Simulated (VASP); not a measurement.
# Zr3S2 (R32) in VASP: notebook, part 2 of 2

VASP 6.6.1.

## 4. Single point, PBEsol+U

This run uses another cell than the first one, of 19.85 Å³/atom.

INCAR reads:

```
SYSTEM = Zr3S2
  PREC = Accurate
  ENCUT = 520
  EDIFF = 1E-7
  ISMEAR = -1
  SIGMA = 0.05
  LREAL = .False.
  LASPH = .True.
  NELM = 150
  ALGO = Normal
  ISIF = 2
  LWAVE = .False.
  LCHARG = .False.
  LMAXMIX = 4
  LDAU = .True.
  LDAUTYPE = 2
  LDAUL = 2 -1
  LDAUU = 2 0
  LDAUJ = 0 0
  LDAUPRINT = 1
  GGA = PS
  NBANDS = 32
```

KPOINTS reads:

```
regular mesh
0
Gamma
  6 6 6
  0 0 0
```

POSCAR reads:

```
Zr3S2
1.0
    2.8750519157      1.6599119975      3.4656456237
   -2.8750519157      1.6599119975      3.4656456237
    0.0000000000     -3.3198239949      3.4656456238
Zr S
3 2
Direct
    0.8382876716      0.5000000000      0.1617123284
    0.5000000000      0.1617123284      0.8382876716
    0.1617123284      0.8382876716      0.5000000000
    0.6645519842      0.6645519842      0.6645519842
    0.3354480158      0.3354480158      0.3354480158
```

Potentials or basis: VASP PAW PBE potentials, release 64 (Zr_sv, S).

Command:

```console
$ cat potpaw_PBE.64/Zr_sv/POTCAR potpaw_PBE.64/S/POTCAR > POTCAR
$ mpirun -np 1 vasp_std > vasp.out
```

OUTCAR:

```text
SYSTEM = Zr3S2
   PREC = Accurate
   ENCUT = 520
   EDIFF = 1E-7
   ISMEAR = -1
   LREAL = .False.
   LASPH = .True.
   NELM = 150
   ISIF = 2
   GGA = PS

 ion  position               nearest neighbor table
   1  0.838  0.500  0.162-   5 2.59   4 2.59   5 2.59   4 2.59   2 3.30   2 3.30   3 3.30   3 3.30
                             3 3.37   2 3.37   2 3.47   3 3.47
   2  0.500  0.162  0.838-   4 2.59   5 2.59   4 2.59   5 2.59   1 3.30   1 3.30   3 3.30   3 3.30
                             3 3.37   1 3.37   1 3.47   3 3.47
   3  0.162  0.838  0.500-   4 2.59   5 2.59   4 2.59   5 2.59   1 3.30   2 3.30   1 3.30   2 3.30
                             1 3.37   2 3.37   1 3.47   2 3.47
   4  0.665  0.665  0.665-   3 2.59   2 2.59   1 2.59   2 2.59   3 2.59   1 2.59
   5  0.335  0.335  0.335-   3 2.59   1 2.59   2 2.59   1 2.59   3 2.59   2 2.59

  LATTYP: Found a trigonal (rhomboedric) cell.
 ALAT       =     4.7991594000
 COS(alpha) =     0.2822205366

  Lattice vectors:

 A1 = (   2.8750519157,   1.6599119975,   3.4656456237)
 A2 = (  -2.8750519157,   1.6599119975,   3.4656456237)
 A3 = (   0.0000000000,  -3.3198239949,   3.4656456238)

Analysis of symmetry for initial positions (statically):
=====================================================================
 Subroutine PRICEL returns:
 Original cell was already a primitive cell.

 Routine SETGRP: Setting up the symmetry group for a
 trigonal (rhombohedral) supercell.

 Subroutine GETGRP returns: Found  6 space group operations
 (whereof  6 operations were pure point group operations)
 out of a pool of 12 trial point group operations.

The static configuration has the point symmetry D_3 .
[... 252 lines left out ...]
  o =  0.1795  v =  0.0000  0.1819  0.1456  0.0000 -0.9725  0.0000  0.0000  0.0000  0.0000  0.0000      0.0000  0.0000  0.0000  0.0000  0.0000  0.0000  0.0000  0.0000  0.0000  0.0000
  o =  0.1795  v =  0.0000  0.0000  0.0000  0.0000  0.0000  0.0000  0.1819  0.1456  0.0000 -0.9725      0.0000  0.0000  0.0000  0.0000  0.0000  0.0000  0.0000  0.0000  0.0000  0.0000
  o =  0.1864  v = -0.9902  0.0000 -0.0000 -0.1397  0.0000  0.0000  0.0000  0.0000  0.0000  0.0000      0.0000  0.0000  0.0000  0.0000  0.0000  0.0000  0.0000  0.0000  0.0000  0.0000
  o =  0.1864  v =  0.0000  0.0000  0.0000  0.0000  0.0000 -0.9902  0.0000 -0.0000 -0.1397  0.0000      0.0000  0.0000  0.0000  0.0000  0.0000  0.0000  0.0000  0.0000  0.0000  0.0000
  o =  0.2139  v =  0.0000  0.0000  0.0000  0.0000  0.0000  0.0000 -0.1548 -0.9724  0.0000 -0.1745      0.0000  0.0000  0.0000  0.0000  0.0000  0.0000  0.0000  0.0000  0.0000  0.0000
  o =  0.2139  v =  0.0000 -0.1548 -0.9724  0.0000 -0.1745  0.0000  0.0000  0.0000  0.0000  0.0000      0.0000  0.0000  0.0000  0.0000  0.0000  0.0000  0.0000  0.0000  0.0000  0.0000

 number of electron      48.0000001 magnetization

 Free energy of the ion-electron system (eV)
  ---------------------------------------------------
  ext. energy  EPLUGINS =         0.00000000
  ---------------------------------------------------
  free energy    TOTEN  =       -37.80040087 eV

  energy without entropy =      -37.78280792  energy(sigma->0) =      -37.79160440

 E-fermi :   9.2647     XC(G=0): -11.1742

 val. band max:        9.2361710749   @ k =   0.1667   0.1667   0.1667
 cond. band min:       9.2661550699   @ k =   0.5000   0.5000   0.0000
 fundamental gap:      0.0299839950
 Fermi energy:         9.2647065772

 k-point     1 :       0.0000    0.0000    0.0000
  band No.  band energies     occupation
      1     -40.1476      2.00000
      2     -40.0597      2.00000
      3     -40.0597      2.00000
      4     -18.3314      2.00000
      5     -18.3314      2.00000
      6     -18.3288      2.00000
[... 829 lines left out ...]
     31      12.4459      0.00000
     32      12.8663      0.00000

 [... further k-points ...]

------------------------ aborting loop because EDIFF is reached ----------------------------------------

  FORCE on cell =-STRESS in cart. coord.  units (eV):
  Direction    XX          YY          ZZ          XY          YZ          ZX
  --------------------------------------------------------------------------------------
  -------------------------------------------------------------------------------------
  Total        1.0389794      1.0389794      1.0762873      0.0000000     -0.0000000      0.0000000
  in kB       16.7745690     16.7745690     17.3769141      0.0000000     -0.0000000      0.0000000
  external PRESSURE =      16.9753507 kB  Pullay stress =       0.0000000 kB

 VOLUME and BASIS-vectors are now :
 -----------------------------------------------------------------------------
  energy-cutoff  :      520.00
  volume of cell :       99.24
      direct lattice vectors                 reciprocal lattice vectors
     2.875051916  1.659911998  3.465645624     0.173909903  0.100406929  0.096182175
    -2.875051916  1.659911998  3.465645624    -0.173909903  0.100406929  0.096182175
     0.000000000 -3.319823995  3.465645624     0.000000000 -0.200813859  0.096182175

 POSITION                                       TOTAL-FORCE (eV/Angst)
 -----------------------------------------------------------------------------------
      0.97259      1.68458      5.19847         0.020470      0.035455     -0.000000
      0.97259     -1.68458      5.19847         0.020470     -0.035455      0.000000
     -1.94519      0.00000      5.19847        -0.040940     -0.000000      0.000000
      0.00000      0.00000      6.90931        -0.000000      0.000000      0.018387
      0.00000      0.00000      3.48763        -0.000000     -0.000000     -0.018387
 -----------------------------------------------------------------------------------
    total drift:                               -0.000000      0.000000     -0.000000

  FREE ENERGIE OF THE ION-ELECTRON SYSTEM (eV)
  ---------------------------------------------------
  free  energy   TOTEN  =       -37.8004008709 eV

  energy  without entropy=      -37.7828079211  energy(sigma->0) =      -37.79160440
```

OSZICAR:

```text
N       E                     dE             d eps       ncg     rms          rms(c)
DAV:   1     0.446713576883E+03    0.44671E+03   -0.24921E+04  2048   0.147E+03
DAV:   2    -0.333567887527E+01   -0.45005E+03   -0.43489E+03  2440   0.410E+02
DAV:   3    -0.373673462507E+02   -0.34032E+02   -0.33235E+02  3280   0.896E+01
DAV:   4    -0.400629507581E+02   -0.26956E+01   -0.26844E+01  3056   0.221E+01
DAV:   5    -0.401562927950E+02   -0.93342E-01   -0.93327E-01  2968   0.404E+00    0.235E+01
DAV:   6    -0.379417363138E+02    0.22146E+01   -0.59799E+00  2448   0.123E+01    0.104E+01
DAV:   7    -0.378135790254E+02    0.12816E+00   -0.16167E+00  3440   0.555E+00    0.342E+00
DAV:   8    -0.378042095898E+02    0.93694E-02   -0.26769E-01  2496   0.234E+00    0.735E-01
DAV:   9    -0.378000528925E+02    0.41567E-02   -0.41038E-02  2560   0.917E-01    0.338E-01
DAV:  10    -0.378004103354E+02   -0.35744E-03   -0.54270E-03  3088   0.516E-01    0.636E-02
DAV:  11    -0.378004106127E+02   -0.27729E-06   -0.20980E-04  2728   0.764E-02    0.641E-02
DAV:  12    -0.378004001304E+02    0.10482E-04   -0.60840E-05  2800   0.470E-02    0.173E-02
DAV:  13    -0.378004008506E+02   -0.72014E-06   -0.51071E-06  3104   0.141E-02    0.237E-03
DAV:  14    -0.378004008709E+02   -0.20301E-07   -0.14841E-07  1984   0.215E-03
   1 F= -.37800401E+02 E0= -.37791604E+02  d E =-.175929E-01
```

It took 34 s on 1 thread of Intel Xeon 6975P-C (Granite Rapids), shared host; peak memory 0.24 GiB.

Results:

```yaml
Free_energy: -37.8004 eV
Pressure: 1.7 GPa
Largest_force: 0.041 eV/Å
Band_gap_on_the_k_mesh: zero (bands 24 and 25 overlap by 0.26 eV)
```

Forces in eV/Å, atoms in the order of the input:
```
Zr   0.020  0.035  0.000
Zr   0.020 -0.035  0.000
Zr  -0.041  0.000  0.000
S    0.000  0.000  0.018
S    0.000  0.000 -0.018
```

Eigenvalues of the final occupation matrices:
| site | spin | trace | eigenvalues |
| --- | --- | --- | --- |
| site 1 d | 1 | 0.81 | 0.11 0.12 0.18 0.19 0.21 |
| site 1 d | 2 | 0.81 | 0.11 0.12 0.18 0.19 0.21 |
| site 2 d | 1 | 0.81 | 0.11 0.12 0.18 0.19 0.21 |
| site 2 d | 2 | 0.81 | 0.11 0.12 0.18 0.19 0.21 |
| site 3 d | 1 | 0.81 | 0.11 0.12 0.18 0.19 0.21 |
| site 3 d | 2 | 0.81 | 0.11 0.12 0.18 0.19 0.21 |

Caveat: the PAW data sets were made with another functional, which shifts forces and pressure a little; U without spin polarisation on a metal has little footing.

## 5. Overview

| task | level | U | cell | cutoff (eV) | gap on the mesh (eV) | pressure (GPa) | largest force (eV/Å) |
| --- | --- | --- | --- | --- | --- | --- | --- |
| relaxation of cell and atoms | PBEsol | - | relaxed from a = 4.837 Å, angles 73.7°, 5 atoms, atomic positions A | 600 | none | -0.1 | 0.01 |
| single point | PBEsol+U | Zr d U = 1.0 eV | a = 4.783 Å, angles 73.7°, 5 atoms, atomic positions B | 520 | none | 1.0 | 0.02 |
| single point | PBEsol+U | Zr d U = 2.0 eV | a = 4.799 Å, angles 73.6°, 5 atoms, atomic positions C | 520 | none | 1.7 | 0.04 |

Alike in all rows: potentials or basis VASP PAW PBE potentials, release 64 (Zr_sv, S); no spin polarisation; k mesh 6 × 6 × 6; smearing fermi-dirac 0.05 eV.

Caveats: the PAW data sets were made with another functional, which shifts forces and pressure a little; U without spin polarisation on a metal has little footing (at least some runs).

Total energies depend on the potentials used, so only differences within one code and one set of settings carry meaning.

The gap in the log of VASP goes by the Fermi energy; the results here count the filled bands.